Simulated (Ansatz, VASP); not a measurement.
# Sn in VASP and in Ansatz

```
CELL_PARAMETERS angstrom
-1.94389 1.94389 1.94389
1.94389 -1.94389 1.94389
1.94389 1.94389 -1.94389
ATOMIC_POSITIONS crystal
Sn 0.00000 0.00000 0.00000
```

Alike in both runs: task single point; functional LDA; k mesh 11 × 11 × 11; occupations fermi-dirac, width 0.05 eV; no spin polarisation.

|  | VASP | Ansatz |
| --- | --- | --- |
| version | VASP 6.6.1 | Ansatz 0.2.0 |
| potentials or method | VASP PAW LDA potentials, release 64 (Sn_d), cutoff 520 eV | plane waves, PAW |
| valence electrons in the cell | 14 | 14 |

Ansatz gave:

```
pressure (GPa) : -5.8
```

Problem. What did VASP give for the same quantities?

Solution. Pressure (GPa): -5.7.

LDA's correlation is that of Perdew and Zunger in VASP and of Perdew and Wang (1992) in Ansatz.
